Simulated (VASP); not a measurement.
The system is Al.

```xyz
1
Lattice="-1.6122 1.6122 1.6122 1.6122 -1.6122 1.6122 1.6122 1.6122 -1.6122" Properties=species:S:1:pos:R:3 pbc="T T T"
Al    0.0000    0.0000    0.0000
```

Base run:

| Property | Result |
| --- | --- |
| Program | VASP 6.6.1 |
| Functional | PBE0 |
| Potentials or basis | VASP PAW PBE potentials, release 64 (Al) |
| Cutoff | 520 eV |
| k mesh | 8 × 8 × 8 |
| Occupations | fermi-dirac, width 0.05 eV |
| Spin | no spin polarisation |

Its results: pressure 0.4 GPa.

Q: The run is repeated on the same cell with these changes: functional from PBE0 to r2SCAN; k mesh from 8 × 8 × 8 to 12 × 12 × 12. What comes out?

A: Pressure -2.9 GPa.

Several settings changed at once, so the effect can't be laid on one alone.

Caveats: the PAW data sets were made with another functional, which shifts forces and pressure a little.
